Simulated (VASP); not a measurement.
# Zn (Fd-3m) in VASP: further runs, part 2 of 3

VASP 6.6.1. Earlier steps stand in the parts before.

## Step 3: Single point, PBE

This run uses another cell than the first one, of 15.52 Å³/atom.

Contents of INCAR:

```
SYSTEM = Zn
  PREC = Accurate
  ENCUT = 500
  EDIFF = 1E-6
  ISMEAR = 1
  SIGMA = 0.05
  LREAL = .False.
  LASPH = .True.
  NELM = 120
  ALGO = Normal
  ISIF = 2
  LWAVE = .False.
  LCHARG = .False.
  GGA = PE
  NBANDS = 19
  GGA_COMPAT = .False.
```

Contents of KPOINTS:

```
regular mesh
0
Gamma
  7 7 7
  0 0 0
```

Contents of POSCAR:

```
Zn
1.0
    0.0000000000      2.4942374157      2.4942374157
    2.4942374157      0.0000000000      2.4942374157
    2.4942374157      2.4942374157      0.0000000000
Zn
2
Direct
    1.0000000000      1.0000000000      1.0000000000
    0.2500000000      0.2500000000      0.2500000000
```

Potentials or basis: VASP PAW PBE potentials, release 64 (Zn).

Started as:

```bash
$ cat potpaw_PBE.64/Zn/POTCAR > POTCAR
$ mpirun -np 1 vasp_std > vasp.out
```

OUTCAR:

```text
SYSTEM = Zn
   PREC = Accurate
   ENCUT = 500
   EDIFF = 1E-6
   ISMEAR = 1
   LREAL = .False.
   LASPH = .True.
   NELM = 120
   ISIF = 2
   GGA = PE

 ion  position               nearest neighbor table
   1  0.000  0.000  0.000-   2 2.16   2 2.16   2 2.16   2 2.16
   2  0.250  0.250  0.250-   1 2.16   1 2.16   1 2.16   1 2.16

  LATTYP: Found a face centered cubic cell.
 ALAT       =     4.9884748314

  Lattice vectors:

 A1 = (   0.0000000000,   2.4942374157,   2.4942374157)
 A2 = (   2.4942374157,   0.0000000000,   2.4942374157)
 A3 = (   2.4942374157,   2.4942374157,   0.0000000000)

Analysis of symmetry for initial positions (statically):
=====================================================================
 Subroutine PRICEL returns:
 Original cell was already a primitive cell.

 Routine SETGRP: Setting up the symmetry group for a
 face centered cubic supercell.

 Subroutine GETGRP returns: Found 48 space group operations
 (whereof 24 operations were pure point group operations)
 out of a pool of 48 trial point group operations.

The static configuration has the point symmetry T_d .
 The point group associated with its full space group is O_h .

Analysis of symmetry for dynamics (positions and initial velocities):
=====================================================================
 Subroutine PRICEL returns:
 Original cell was already a primitive cell.

 Routine SETGRP: Setting up the symmetry group for a
 face centered cubic supercell.

 Subroutine GETGRP returns: Found 48 space group operations
 (whereof 24 operations were pure point group operations)
 out of a pool of 48 trial point group operations.

The dynamic configuration has the point symmetry T_d .
 The point group associated with its full space group is O_h .

 Subroutine INISYM returns: Found 48 space group operations
 (whereof 24 operations are pure point group operations),
 and found     1 'primitive' translations

[... 105 lines left out ...]
   EFERMI_NEDOS =   21; number of points for ismear=-14 and -15
   IALGO  =     38    algorithm
   IMIX   =      4    mixing-type and parameters
     AMIX     =   0.40;   BMIX     =  1.00
     AMIX_MAG =   1.60;   BMIX_MAG =  1.00
  volume/ion in A,a.u.               =      15.52       104.72
  Fermi-wavevector in a.u.,A,eV,Ry     =   1.502672  2.839638 30.722260  2.258022
  Thomas-Fermi vector in A             =   2.613882
   LORBIT       =      0    0 simple, 1 ext, 2 COOP (PROOUT), +10 PAW based schemes
   GGA     = PE    functional components
   LHFCALC =     F    Hartree Fock is set to
   AEXX    =    0.0000 exact exchange contribution
   IVDW    =     0    specifies the selected vdW correction
   LEPSILON=     F    determine dielectric tensor
   LRPA    =     F    only Hartree local field effects (RPA)
 non-spin polarized calculation
 Methfessel and Paxton  Order N= 1 SIGMA  =   0.05
  energy-cutoff  :      500.00
  volume of cell :       31.03
 maximum number of plane-waves:       801
 NGX is ok and might be reduce to    28
   NGX = 13   NGY = 13   NGZ = 13

 number of electron      24.0000009 magnetization

 Free energy of the ion-electron system (eV)
  ---------------------------------------------------
  ext. energy  EPLUGINS =         0.00000000
  ---------------------------------------------------
  free energy    TOTEN  =         0.21397113 eV

  energy without entropy =        0.21460716  energy(sigma->0) =        0.21418314

 E-fermi :   2.7044     XC(G=0): -11.1823

 val. band max:        2.6908133866   @ k =  -0.4286   0.4286   0.1429
 cond. band min:       2.7667474765   @ k =   0.2857   0.0000   0.0000
 fundamental gap:      0.0759340899
 Fermi energy:         2.7043538945

 k-point     1 :       0.0000    0.0000    0.0000
  band No.  band energies     occupation
      1      -7.5162      2.00000
      2      -6.1520      2.00000
      3      -6.1520      2.00000
      4      -6.1520      2.00000
      5      -6.1158      2.00000
      6      -6.1158      2.00000
[... 417 lines left out ...]
      6      -5.3335      2.00000
[... 11 lines left out ...]
     18      15.9570      0.00000
     19      21.8533      0.00000

------------------------ aborting loop because EDIFF is reached ----------------------------------------

  FORCE on cell =-STRESS in cart. coord.  units (eV):
  Direction    XX          YY          ZZ          XY          YZ          ZX
  --------------------------------------------------------------------------------------
  -------------------------------------------------------------------------------------
  Total        7.9365735      7.9365735      7.9365735      0.0000000      0.0000000     -0.0000000
  in kB      409.7323559    409.7323559    409.7323559      0.0000000      0.0000000     -0.0000000
  external PRESSURE =     409.7323559 kB  Pullay stress =       0.0000000 kB

 VOLUME and BASIS-vectors are now :
 -----------------------------------------------------------------------------
  energy-cutoff  :      500.00
  volume of cell :       31.03
      direct lattice vectors                 reciprocal lattice vectors
     0.000000000  2.494237416  2.494237416    -0.200462072  0.200462072  0.200462072
     2.494237416  0.000000000  2.494237416     0.200462072 -0.200462072  0.200462072
     2.494237416  2.494237416  0.000000000     0.200462072  0.200462072 -0.200462072

 POSITION                                       TOTAL-FORCE (eV/Angst)
 -----------------------------------------------------------------------------------
      0.00000      0.00000      0.00000         0.000000      0.000000      0.000000
      1.24712      1.24712      1.24712        -0.000000     -0.000000     -0.000000
 -----------------------------------------------------------------------------------
    total drift:                                0.000000      0.000000      0.000000

  FREE ENERGIE OF THE ION-ELECTRON SYSTEM (eV)
  ---------------------------------------------------
  free  energy   TOTEN  =         0.2139711264 eV

  energy  without entropy=        0.2146071601  energy(sigma->0) =        0.21418314
```

stdout:

```text
POSCAR found type information on POSCAR Zn
 POSCAR found :  1 types and       2 ions
 scaLAPACK will be used
 LDA part: xc-table for (Slater+PW92), standard interpolation
 POSCAR, INCAR and KPOINTS ok, starting setup
 FFT: planning ... GRIDC
 FFT: planning ... GRID_SOFT
 FFT: planning ... GRID
 WAVECAR not read
 entering main loop
```

It took 8.7 s on 1 thread of Intel Xeon Platinum 8488C (Sapphire Rapids), shared host; peak memory 0.15 GiB.

Results:

```yaml
Free_energy: 0.2140 eV
Pressure: 41.0 GPa
Band_gap_on_the_k_mesh: zero (bands 12 and 13 overlap by 9.16 eV)
```

Caveat: the cell stands under pressure.

## Step 4: Single point, PBE

This run uses another cell than the first one, of 17.79 Å³/atom.

Contents of INCAR:

```
PREC     = Accurate       # precision mode
ENCUT    = 500            # plane-wave cutoff, eV
EDIFF    = 1E-6           # SCF threshold, eV
ISMEAR   = 1              # smearing method
SIGMA    = 0.05           # smearing width, eV
LREAL    = False          # projectors in reciprocal space
LASPH    = True           # aspherical terms in the spheres
NELM     = 120            # most SCF steps
ALGO     = Normal         # electronic algorithm
ISIF     = 2              # what is computed and relaxed
LWAVE    = False          # write WAVECAR
LCHARG   = False          # write CHGCAR
GGA      = PE             # functional
NBANDS   = 19             # bands
GGA_COMPAT= False
```

Contents of KPOINTS:

```
Automatic mesh
0
Gamma
  7 7 7
```

Contents of POSCAR:

```
Zn
1.0
    0.0000000000      2.6103112402      2.6103112402
    2.6103112402      0.0000000000      2.6103112402
    2.6103112402      2.6103112402      0.0000000000
Zn
2
Direct
    1.0000000000      1.0000000000      1.0000000000
    0.2500000000      0.2500000000      0.2500000000
```

Potentials or basis: VASP PAW PBE potentials, release 64 (Zn).

Started as:

```bash
$ cat potpaw_PBE.64/Zn/POTCAR > POTCAR
$ mpirun -np 1 vasp_std > vasp.out
```

OUTCAR:

```text
PREC = Accurate
   ENCUT = 500
   EDIFF = 1E-6
   ISMEAR = 1
   LREAL = False
   LASPH = True
   NELM = 120
   ISIF = 2
   GGA = PE

 ion  position               nearest neighbor table
   1  0.000  0.000  0.000-   2 2.26   2 2.26   2 2.26   2 2.26
   2  0.250  0.250  0.250-   1 2.26   1 2.26   1 2.26   1 2.26

  LATTYP: Found a face centered cubic cell.
 ALAT       =     5.2206224804

  Lattice vectors:

 A1 = (   0.0000000000,   2.6103112402,   2.6103112402)
 A2 = (   2.6103112402,   0.0000000000,   2.6103112402)
 A3 = (   2.6103112402,   2.6103112402,   0.0000000000)

Analysis of symmetry for initial positions (statically):
=====================================================================
 Subroutine PRICEL returns:
 Original cell was already a primitive cell.

 Routine SETGRP: Setting up the symmetry group for a
 face centered cubic supercell.

 Subroutine GETGRP returns: Found 48 space group operations
 (whereof 24 operations were pure point group operations)
 out of a pool of 48 trial point group operations.

The static configuration has the point symmetry T_d .
 The point group associated with its full space group is O_h .

Analysis of symmetry for dynamics (positions and initial velocities):
=====================================================================
 Subroutine PRICEL returns:
 Original cell was already a primitive cell.

 Routine SETGRP: Setting up the symmetry group for a
 face centered cubic supercell.

 Subroutine GETGRP returns: Found 48 space group operations
 (whereof 24 operations were pure point group operations)
 out of a pool of 48 trial point group operations.

The dynamic configuration has the point symmetry T_d .
 The point group associated with its full space group is O_h .

 Subroutine INISYM returns: Found 48 space group operations
 (whereof 24 operations are pure point group operations),
 and found     1 'primitive' translations

----------------------------------------------------------------------------------------

                                     Primitive cell

  volume of cell :      35.5719

  direct lattice vectors                    reciprocal lattice vectors
     0.000000000  2.610311240  2.610311240    -0.191548039  0.191548039  0.191548039
     2.610311240  0.000000000  2.610311240     0.191548039 -0.191548039  0.191548039
     2.610311240  2.610311240  0.000000000     0.191548039  0.191548039 -0.191548039

  length of vectors
     3.691537558  3.691537558  3.691537558     0.331770936  0.331770936  0.331770936

  position of ions in fractional coordinates (direct lattice)
     0.000000000  0.000000000  0.000000000
     0.250000000  0.250000000  0.250000000

  ion indices of the primitive-cell ions
   primitive index   ion index
                 1           1
                 2           2

----------------------------------------------------------------------------------------

 KPOINTS: Automatic mesh

Automatic generation of k-mesh.
 Grid dimensions read from file:
 generate k-points for:    7    7    7

 Generating k-lattice:

  Cartesian coordinates                     Fractional coordinates (reciprocal lattice)
    -0.027364006  0.027364006  0.027364006     0.142857143  0.000000000  0.000000000
     0.027364006 -0.027364006  0.027364006     0.000000000  0.142857143  0.000000000
     0.027364006  0.027364006 -0.027364006     0.000000000  0.000000000  0.142857143

  Length of vectors
     0.047395848  0.047395848  0.047395848

  Shift w.r.t. Gamma in fractional coordinates (k-lattice)
     0.000000000  0.000000000  0.000000000

 Subroutine IBZKPT returns following result:
 ===========================================

 Found     20 irreducible k-points:

 Following reciprocal coordinates:
            Coordinates               Weight
  0.000000  0.000000  0.000000      1.000000
  0.142857  0.000000  0.000000      8.000000
  0.285714  0.000000  0.000000      8.000000
  0.428571  0.000000  0.000000      8.000000
  0.142857  0.142857  0.000000      6.000000
  0.285714  0.142857  0.000000     24.000000
[... 12 lines left out ...]
 -0.428571  0.428571  0.142857     24.000000
 -0.285714  0.428571  0.142857     24.000000
   k-points           NKPTS =     20   k-points in BZ     NKDIM =     20   number of bands    NBANDS=     19
   number of dos      NEDOS =    301   number of ions     NIONS =      2
   total plane-waves  NPLWV =  21952
   dimension x,y,z NGX =    28 NGY =   28 NGZ =   28
   dimension x,y,z NGXF=    56 NGYF=   56 NGZF=   56
   ions per type =               2
   NGX,Y,Z   is equivalent  to a cutoff of  12.61, 12.61, 12.61 a.u.
   NGXF,Y,Z  is equivalent  to a cutoff of  25.22, 25.22, 25.22 a.u.
 SYSTEM =  unknown system
   PREC   = accura    normal or accurate (medium, high low for compatibility)
   ISTART =      0    job   : 0-new  1-cont  2-samecut
   ICHARG =      2    charge: 1-file 2-atom 10-const
   ISPIN  =      1    spin polarized calculation?
   LNONCOLLINEAR =      F non collinear calculations
   LSORBIT =      F    spin-orbit coupling
   LASPH  =      T    aspherical Exc in radial PAW
   ENCUT  =  500.0 eV  36.75 Ry    6.06 a.u.   6.73  6.73  6.73*2*pi/ulx,y,z
   NELM   =    120;   NELMIN=  2; NELMDL= -5     # of ELM steps
   EDIFF  = 0.1E-05   stopping-criterion for ELM
   LREAL  =      F    real-space projection
   EDIFFG = 0.1E-04   stopping-criterion for IOM
   NSW    =      0    number of steps for IOM
   IBRION =     -1    ionic relax: 0-MD 1-quasi-New 2-CG
   NFREE  =      0    steps in history (QN), initial steepest desc. (CG)
   ISIF   =      2    stress and relaxation
   ISYM   =      2    0-nonsym 1-usesym 2-fastsym
   POTIM  = 0.5000    time-step for ionic-motion
   TEBEG  =    0.0;   TEEND  =   0.0 temperature during run
   PSTRESS=    0.0 pullay stress
   NELECT =      24.0000    total number of electrons
   NUPDOWN=      -1.0000    fix difference up-down
   EMIN   =  10.00;   EMAX   =-10.00  energy-range for DOS
   EFERMI =   0.00;   METHOD = LEGACY
   ISMEAR =     1;   SIGMA  =   0.05  broadening in eV -4-tet -1-fermi 0-gaus
   EFERMI_NEDOS =   21; number of points for ismear=-14 and -15
   IALGO  =     38    algorithm
   IMIX   =      4    mixing-type and parameters
     AMIX     =   0.40;   BMIX     =  1.00
     AMIX_MAG =   1.60;   BMIX_MAG =  1.00
  volume/ion in A,a.u.               =      17.79       120.03
  Fermi-wavevector in a.u.,A,eV,Ry     =   1.435852  2.713366 28.050729  2.061670
  Thomas-Fermi vector in A             =   2.555105
   LORBIT       =      0    0 simple, 1 ext, 2 COOP (PROOUT), +10 PAW based schemes
   GGA     = PE    functional components
   LHFCALC =     F    Hartree Fock is set to
   AEXX    =    0.0000 exact exchange contribution
   IVDW    =     0    specifies the selected vdW correction
   LEPSILON=     F    determine dielectric tensor
   LRPA    =     F    only Hartree local field effects (RPA)
 non-spin polarized calculation
 Methfessel and Paxton  Order N= 1 SIGMA  =   0.05
  energy-cutoff  :      500.00
  volume of cell :       35.57
 maximum number of plane-waves:       914
   NGX = 13   NGY = 13   NGZ = 13

 number of electron      23.9999974 magnetization

 Free energy of the ion-electron system (eV)
  ---------------------------------------------------
  ext. energy  EPLUGINS =         0.00000000
  ---------------------------------------------------
  free energy    TOTEN  =        -0.62705449 eV

  energy without entropy =       -0.62618687  energy(sigma->0) =       -0.62676528

 E-fermi :   1.9139     XC(G=0): -10.4872

 val. band max:        1.8172199363   @ k =   0.2857   0.0000   0.0000
 cond. band min:       1.9215322066   @ k =  -0.4286   0.4286   0.1429
 fundamental gap:      0.1043122703
 Fermi energy:         1.9138528173

 k-point     1 :       0.0000    0.0000    0.0000
  band No.  band energies     occupation
      1      -7.4714      2.00000
      2      -6.5096      2.00000
      3      -6.5096      2.00000
      4      -6.5096      2.00000
      5      -6.4645      2.00000
      6      -6.4645      2.00000
[... 11 lines left out ...]
     18      12.4495      0.00000
     19      12.9279      0.00000
[... 397 lines left out ...]
 k-point    20 :      -0.2857    0.4286    0.1429
  band No.  band energies     occupation
      1      -6.7293      2.00000
      2      -6.6741      2.00000
      3      -6.3538      2.00000
      4      -6.2115      2.00000
      5      -6.0358      2.00000
      6      -5.8362      2.00000
[... 11 lines left out ...]
     18      13.8922      0.00000
     19      19.2159      0.00000

------------------------ aborting loop because EDIFF is reached ----------------------------------------

  FORCE on cell =-STRESS in cart. coord.  units (eV):
  Direction    XX          YY          ZZ          XY          YZ          ZX
  --------------------------------------------------------------------------------------
  -------------------------------------------------------------------------------------
  Total        4.5577631      4.5577631      4.5577631      0.0000000      0.0000000      0.0000000
  in kB      205.2841663    205.2841663    205.2841663      0.0000000      0.0000000      0.0000000
  external PRESSURE =     205.2841663 kB  Pullay stress =       0.0000000 kB

 VOLUME and BASIS-vectors are now :
 -----------------------------------------------------------------------------
  energy-cutoff  :      500.00
  volume of cell :       35.57
      direct lattice vectors                 reciprocal lattice vectors
     0.000000000  2.610311240  2.610311240    -0.191548039  0.191548039  0.191548039
     2.610311240  0.000000000  2.610311240     0.191548039 -0.191548039  0.191548039
     2.610311240  2.610311240  0.000000000     0.191548039  0.191548039 -0.191548039

 POSITION                                       TOTAL-FORCE (eV/Angst)
 -----------------------------------------------------------------------------------
      0.00000      0.00000      0.00000        -0.000000     -0.000000     -0.000000
      1.30516      1.30516      1.30516         0.000000      0.000000      0.000000
 -----------------------------------------------------------------------------------
    total drift:                                0.000000      0.000000      0.000000

  FREE ENERGIE OF THE ION-ELECTRON SYSTEM (eV)
  ---------------------------------------------------
  free  energy   TOTEN  =        -0.6270544928 eV

  energy  without entropy=       -0.6261868656  energy(sigma->0) =       -0.62676528
```

Run time: 8.9 s. Hardware: 1 thread of Intel Xeon Platinum 8488C (Sapphire Rapids), shared host; peak memory 0.15 GiB.

Results:

| Item | Value |
| --- | --- |
| Free energy | -0.6271 eV |
| Pressure | 20.5 GPa |
| Band gap on the k mesh | zero (bands 12 and 13 overlap by 7.98 eV) |

Caveat: the cell stands under pressure.

[end of part 2 of 3]
